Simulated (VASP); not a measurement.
# BiH4 (Im-3m) in VASP: a series of runs

BiH4 is run at these levels: PBE; tasks: single point, relaxation of cell and atoms.

All numbers are computed with VASP 6.6.1; they aren't measurements. Logs are shortened: lines on timing, memory, paths and dates and some standing lists are left out, and cuts for length are marked.

### Step 1. The cell of the first run

It takes space group Im-3m (No. 229, cubic). Conventional cell: a = 4.899 Å, b = 4.899 Å, c = 4.899 Å, α = 90.00°, β = 90.00°, γ = 90.00°. Within 2.8 Å of Bi (site symmetry m-3m) lie 8 H at 2.12 Å. Within 2.8 Å of H (site symmetry -3m) lie 2 Bi at 2.12 Å and 6 H at 2.45 Å.

### Step 2. Single point, PBE

File INCAR:

```
PREC = Accurate
ENCUT = 520
EDIFF = 1E-7
ISMEAR = 0
SIGMA = 0.1
LREAL = F
LASPH = T
NELM = 100
ALGO = Normal
ISIF = 2
LWAVE = F
LCHARG = F
GGA = PE
NBANDS = 18
```

File KPOINTS:

```
regular mesh
0
Gamma
  12 12 12
```

File POSCAR:

```
BiH4
1.0
   -2.4493301236      2.4493301236      2.4493301236
    2.4493301236     -2.4493301236      2.4493301236
    2.4493301236      2.4493301236     -2.4493301236
Bi H
1 4
Direct
    0.0000000000      0.0000000000      0.0000000000
    0.5000000000      0.5000000000      0.5000000000
    0.5000000000      0.0000000000      0.0000000000
    0.0000000000      0.0000000000      0.5000000000
    0.0000000000      0.5000000000      0.0000000000
```

Potentials or basis: VASP PAW PBE potentials, release 64 (Bi_d, H).

Command:

```sh
$ cat potpaw_PBE.64/Bi_d/POTCAR potpaw_PBE.64/H/POTCAR > POTCAR
$ mpirun -np 1 vasp_std > vasp.out
```

OUTCAR:

```text
PREC = Accurate
   ENCUT = 520
   EDIFF = 1E-7
   ISMEAR = 0
   LREAL = F
   LASPH = T
   NELM = 100
   ISIF = 2
   GGA = PE

 ion  position               nearest neighbor table
   1  0.000  0.000  0.000-   2 2.12   3 2.12   4 2.12   5 2.12   4 2.12   5 2.12   3 2.12   2 2.12

   2  0.500  0.500  0.500-   1 2.12   1 2.12
   3  0.500  0.000  0.000-   1 2.12   1 2.12
   4  0.000  0.000  0.500-   1 2.12   1 2.12
   5  0.000  0.500  0.000-   1 2.12   1 2.12

  LATTYP: Found a body centered cubic cell.
 ALAT       =     4.8986602472

  Lattice vectors:

 A1 = (  -2.4493301236,   2.4493301236,   2.4493301236)
 A2 = (   2.4493301236,  -2.4493301236,   2.4493301236)
 A3 = (   2.4493301236,   2.4493301236,  -2.4493301236)

Analysis of symmetry for initial positions (statically):
=====================================================================
 Subroutine PRICEL returns:
 Original cell was already a primitive cell.

 Routine SETGRP: Setting up the symmetry group for a
 body centered cubic supercell.

 Subroutine GETGRP returns: Found 48 space group operations
 (whereof 48 operations were pure point group operations)
 out of a pool of 48 trial point group operations.

The static configuration has the point symmetry O_h .

Analysis of symmetry for dynamics (positions and initial velocities):
=====================================================================
 Subroutine PRICEL returns:
 Original cell was already a primitive cell.

 Routine SETGRP: Setting up the symmetry group for a
 body centered cubic supercell.

 Subroutine GETGRP returns: Found 48 space group operations
 (whereof 48 operations were pure point group operations)
 out of a pool of 48 trial point group operations.

The dynamic configuration has the point symmetry O_h .

 Subroutine INISYM returns: Found 48 space group operations
 (whereof 48 operations are pure point group operations),
 and found     1 'primitive' translations

----------------------------------------------------------------------------------------

                                     Primitive cell

  volume of cell :      58.7763

  direct lattice vectors                    reciprocal lattice vectors
    -2.449330124  2.449330124  2.449330124     0.000000000  0.204137448  0.204137448
     2.449330124 -2.449330124  2.449330124     0.204137448  0.000000000  0.204137448
     2.449330124  2.449330124 -2.449330124     0.204137448  0.204137448  0.000000000

  length of vectors
     4.242364219  4.242364219  4.242364219     0.288693947  0.288693947  0.288693947

  position of ions in fractional coordinates (direct lattice)
     0.000000000  0.000000000  0.000000000
     0.500000000  0.500000000  0.500000000
     0.500000000  0.000000000  0.000000000
     0.000000000  0.000000000  0.500000000
     0.000000000  0.500000000  0.000000000

  ion indices of the primitive-cell ions
   primitive index   ion index
                 1           1
                 2           2
                 3           3
                 4           4
                 5           5

----------------------------------------------------------------------------------------

 KPOINTS: regular mesh

Automatic generation of k-mesh.
 Grid dimensions read from file:
 generate k-points for:   12   12   12

 Generating k-lattice:

  Cartesian coordinates                     Fractional coordinates (reciprocal lattice)
     0.000000000  0.017011454  0.017011454     0.083333333  0.000000000  0.000000000
     0.017011454  0.000000000  0.017011454     0.000000000  0.083333333  0.000000000
     0.017011454  0.017011454  0.000000000     0.000000000  0.000000000  0.083333333

  Length of vectors
     0.024057829  0.024057829  0.024057829

  Shift w.r.t. Gamma in fractional coordinates (k-lattice)
     0.000000000  0.000000000  0.000000000

 Subroutine IBZKPT returns following result:
 ===========================================

 Found     72 irreducible k-points:

 Following reciprocal coordinates:
            Coordinates               Weight
  0.000000  0.000000  0.000000      1.000000
  0.083333  0.000000  0.000000     12.000000
  0.166667  0.000000  0.000000     12.000000
  0.250000  0.000000  0.000000     12.000000
  0.333333  0.000000  0.000000     12.000000
  0.416667  0.000000  0.000000     12.000000
[... 16 lines left out ...]
  0.333333  0.083333  0.083333     24.000000
  0.416667  0.083333  0.083333     12.000000
 [... further k-points ...]
   k-points           NKPTS =     72   k-points in BZ     NKDIM =     72   number of bands    NBANDS=     18
   number of dos      NEDOS =    301   number of ions     NIONS =      5
   total plane-waves  NPLWV =  32768
   dimension x,y,z NGX =    32 NGY =   32 NGZ =   32
   dimension x,y,z NGXF=    64 NGYF=   64 NGZF=   64
   ions per type =               1   4
   NGX,Y,Z   is equivalent  to a cutoff of  12.54, 12.54, 12.54 a.u.
   NGXF,Y,Z  is equivalent  to a cutoff of  25.08, 25.08, 25.08 a.u.
 SYSTEM =  unknown system
   PREC   = accura    normal or accurate (medium, high low for compatibility)
   ISTART =      0    job   : 0-new  1-cont  2-samecut
   ICHARG =      2    charge: 1-file 2-atom 10-const
   ISPIN  =      1    spin polarized calculation?
   LNONCOLLINEAR =      F non collinear calculations
   LSORBIT =      F    spin-orbit coupling
   LASPH  =      T    aspherical Exc in radial PAW
   ENCUT  =  520.0 eV  38.22 Ry    6.18 a.u.   7.89  7.89  7.89*2*pi/ulx,y,z
   NELM   =    100;   NELMIN=  2; NELMDL= -5     # of ELM steps
   EDIFF  = 0.1E-06   stopping-criterion for ELM
   LREAL  =      F    real-space projection
   EDIFFG = 0.1E-05   stopping-criterion for IOM
   NSW    =      0    number of steps for IOM
   IBRION =     -1    ionic relax: 0-MD 1-quasi-New 2-CG
   NFREE  =      0    steps in history (QN), initial steepest desc. (CG)
   ISIF   =      2    stress and relaxation
   ISYM   =      2    0-nonsym 1-usesym 2-fastsym
   POTIM  = 0.5000    time-step for ionic-motion
   TEBEG  =    0.0;   TEEND  =   0.0 temperature during run
   PSTRESS=    0.0 pullay stress
   NELECT =      19.0000    total number of electrons
   NUPDOWN=      -1.0000    fix difference up-down
   EMIN   =  10.00;   EMAX   =-10.00  energy-range for DOS
   EFERMI =   0.00;   METHOD = LEGACY
   ISMEAR =     0;   SIGMA  =   0.10  broadening in eV -4-tet -1-fermi 0-gaus
   EFERMI_NEDOS =   21; number of points for ismear=-14 and -15
   IALGO  =     38    algorithm
   IMIX   =      4    mixing-type and parameters
     AMIX     =   0.40;   BMIX     =  1.00
     AMIX_MAG =   1.60;   BMIX_MAG =  1.00
  volume/ion in A,a.u.               =      11.76        79.33
  Fermi-wavevector in a.u.,A,eV,Ry     =   1.123549  2.123200 17.175485  1.262363
  Thomas-Fermi vector in A             =   2.260216
   LORBIT       =      0    0 simple, 1 ext, 2 COOP (PROOUT), +10 PAW based schemes
   GGA     = PE    functional components
   LHFCALC =     F    Hartree Fock is set to
   AEXX    =    0.0000 exact exchange contribution
   IVDW    =     0    specifies the selected vdW correction
   LEPSILON=     F    determine dielectric tensor
   LRPA    =     F    only Hartree local field effects (RPA)
 non-spin polarized calculation
 Gauss-broadening in eV      SIGMA  =   0.10
  energy-cutoff  :      520.00
  volume of cell :       58.78
 maximum number of plane-waves:      1605
   NGX = 15   NGY = 15   NGZ = 15

 number of electron      19.0000000 magnetization

 Free energy of the ion-electron system (eV)
  ---------------------------------------------------
  ext. energy  EPLUGINS =         0.00000000
  ---------------------------------------------------
  free energy    TOTEN  =       -13.70447616 eV

  energy without entropy =      -13.68735721  energy(sigma->0) =      -13.69591668

 E-fermi :   2.7800     XC(G=0):  -8.7025

 val. band max:        2.7794755977   @ k =  -0.3333   0.4167   0.1667
 cond. band min:       2.8173028487   @ k =  -0.3333   0.5000   0.1667
 fundamental gap:      0.0378272510
 Fermi energy:         2.7799730314

 k-point     1 :       0.0000    0.0000    0.0000
  band No.  band energies     occupation
      1     -19.8466      2.00000
      2     -19.8466      2.00000
      3     -19.8466      2.00000
      4     -19.7912      2.00000
      5     -19.7912      2.00000
      6      -9.6127      2.00000
[... 10 lines left out ...]
     17      12.8162      0.00000
     18      12.8162      0.00000

 k-point     2 :       0.0833    0.0000    0.0000
  band No.  band energies     occupation
      1     -19.8469      2.00000
      2     -19.8451      2.00000
      3     -19.8430      2.00000
      4     -19.7916      2.00000
      5     -19.7914      2.00000
      6      -9.5504      2.00000
[... 10 lines left out ...]
     17      13.1890      0.00000
     18      13.5017      0.00000

 k-point     3 :       0.1667    0.0000    0.0000
  band No.  band energies     occupation
      1     -19.8477      2.00000
      2     -19.8409      2.00000
      3     -19.8333      2.00000
      4     -19.7925      2.00000
      5     -19.7919      2.00000
      6      -9.3692      2.00000
[... 10 lines left out ...]
     17      14.0789      0.00000
     18      14.2628      0.00000

 k-point     4 :       0.2500    0.0000    0.0000
  band No.  band energies     occupation
      1     -19.8487      2.00000
      2     -19.8352      2.00000
      3     -19.8199      2.00000
      4     -19.7938      2.00000
      5     -19.7925      2.00000
      6      -9.0889      2.00000
[... 375 lines left out ...]
      4     -19.7945      2.00000
      5     -19.7933      2.00000
      6      -8.6805      2.00000
[... 10 lines left out ...]
     17      13.1137      0.00000
     18      15.1895      0.00000

 k-point    23 :       0.3333    0.0833    0.0833
  band No.  band energies     occupation
      1     -19.8470      2.00000
      2     -19.8263      2.00000
      3     -19.7992      2.00000
      4     -19.7951      2.00000
      5     -19.7936      2.00000
      6      -8.4108      2.00000
[... 10 lines left out ...]
     17      14.2231      0.00000
     18      14.4438      0.00000

 k-point    24 :       0.4167    0.0833    0.0833
  band No.  band energies     occupation
      1     -19.8472      2.00000
      2     -19.8241      2.00000
      3     -19.7971      2.00000
      4     -19.7953      2.00000
      5     -19.7938      2.00000
      6      -8.2993      2.00000
[... 10 lines left out ...]
     17      13.8159      0.00000
     18      15.4685      0.00000

 [... further k-points ...]
[... 5 lines left out ...]
  --------------------------------------------------------------------------------------
  -------------------------------------------------------------------------------------
  Total       -0.0373527     -0.0373527     -0.0373527      0.0000000      0.0000000     -0.0000000
  in kB       -1.0181930     -1.0181930     -1.0181930      0.0000000      0.0000000     -0.0000000
  external PRESSURE =      -1.0181930 kB  Pullay stress =       0.0000000 kB

 VOLUME and BASIS-vectors are now :
 -----------------------------------------------------------------------------
  energy-cutoff  :      520.00
  volume of cell :       58.78
      direct lattice vectors                 reciprocal lattice vectors
    -2.449330124  2.449330124  2.449330124     0.000000000  0.204137448  0.204137448
     2.449330124 -2.449330124  2.449330124     0.204137448  0.000000000  0.204137448
     2.449330124  2.449330124 -2.449330124     0.204137448  0.204137448  0.000000000

 POSITION                                       TOTAL-FORCE (eV/Angst)
 -----------------------------------------------------------------------------------
      0.00000      0.00000      0.00000        -0.000000     -0.000000     -0.000000
      1.22467      1.22467      1.22467         0.000000      0.000000      0.000000
     -1.22467      1.22467      1.22467         0.000000      0.000000     -0.000000
      1.22467      1.22467     -1.22467         0.000000     -0.000000     -0.000000
      1.22467     -1.22467      1.22467        -0.000000     -0.000000      0.000000
 -----------------------------------------------------------------------------------
    total drift:                               -0.000000     -0.000000      0.000000

  FREE ENERGIE OF THE ION-ELECTRON SYSTEM (eV)
  ---------------------------------------------------
  free  energy   TOTEN  =       -13.7044761569 eV

  energy  without entropy=      -13.6873572108  energy(sigma->0) =      -13.69591668
```

Wall time 38 s (1 thread of Intel Xeon Platinum 8488C (Sapphire Rapids), shared host); peak memory 0.21 GiB.

Results:

```yaml
Free_energy: -13.7045 eV
Pressure: -0.1 GPa
```

Caveat: spin-orbit coupling is left out, which moves the levels of the heavy elements.

### Step 3. Relaxation of cell and atoms, PBE

This run uses another cell than the first one, of 11.82 Å³/atom, 1.006 times its volume.

File INCAR:

```
SYSTEM = BiH4
PREC = Accurate
ENCUT = 600
EDIFF = 1E-7
ISMEAR = 0
SIGMA = 0.1
LREAL = .FALSE.
LASPH = .TRUE.
NELM = 100
ALGO = Normal
ISIF = 3
LWAVE = .FALSE.
LCHARG = .FALSE.
GGA = PE
IBRION = 2
NSW = 100
EDIFFG = -0.01
```

File KPOINTS:

```
Automatic mesh
0
G
  12 12 12
  0 0 0
```

POSCAR, as its differences from that of step 2:

```diff
@@ -2,5 +2,5 @@
 1.0
-   -2.4493301236      2.4493301236      2.4493301236
-    2.4493301236     -2.4493301236      2.4493301236
-    2.4493301236      2.4493301236     -2.4493301236
+   -2.4541138000      2.4541138000      2.4541138000
+    2.4541138000     -2.4541138000      2.4541138000
+    2.4541138000      2.4541138000     -2.4541138000
 Bi H
```

Potentials or basis: VASP PAW PBE potentials, release 64 (Bi_d, H).

Command:

```sh
$ cat potpaw_PBE.64/Bi_d/POTCAR potpaw_PBE.64/H/POTCAR > POTCAR
$ mpirun -np 1 vasp_std > vasp.out
```

Wall time 95 s (1 thread of Intel Xeon Platinum 8488C (Sapphire Rapids), shared host); peak memory 0.25 GiB.

It converged, with:

- Free energy: -13.7058 eV
- Relaxed volume: 11.77 Å³/atom
- Relaxed cell: a = 4.244 Å, b = 4.244 Å, c = 4.244 Å, α = 109.47°, β = 109.47°, γ = 109.47°
- Space group after relaxing (to 0.05 Å): Im-3m (No. 229)
- Energy gained by relaxing: 0.1 meV/atom
- Ionic steps: 3
- Pressure after relaxing: 0.0 GPa

Step by step:
| step | energy change (eV) | largest force (eV/Å) | pressure (GPa) | volume (Å³) |
| --- | --- | --- | --- | --- |
| 1 | 0.0000 | 0.0000 | -0.26 | 59.12 |
| 2 | -0.0002 | 0.0000 | -0.14 | 58.96 |
| 3 | -0.0003 | 0.0000 | -0.04 | 58.83 |

Final structure:
```xyz
5
Lattice="-2.4501 2.4501 2.4501 2.4501 -2.4501 2.4501 2.4501 2.4501 -2.4501" Properties=species:S:1:pos:R:3 pbc="T T T"
Bi    0.0000    0.0000    0.0000
H     1.2250    1.2250    1.2250
H    -1.2250    1.2250    1.2250
H     1.2250    1.2250   -1.2250
H     1.2250   -1.2250    1.2250
```

Levels at points of the mesh, in eV from the Fermi level:
| k point | band 5 | band 6 | band 7 | band 8 | band 9 | band 10 | band 11 | band 12 | band 13 |
| --- | --- | --- | --- | --- | --- | --- | --- | --- | --- |
| (0.00, 0.00, 0.00) | -22.57 | -12.39 | -0.53 | -0.53 | -0.53 | 1.07 | 1.07 | 1.07 | 1.07 |
| (0.50, 0.00, 0.00) | -22.57 | -11.11 | -6.14 | -3.42 | -1.07 | 0.21 | 0.89 | 6.82 | 7.14 |
| (0.50, 0.50, 0.50) | -22.57 | -9.91 | -5.40 | -5.40 | -5.40 | 1.11 | 3.28 | 3.28 | 9.65 |

Caveat: spin-orbit coupling is left out, which moves the levels of the heavy elements.

[end of part 1 of 2]
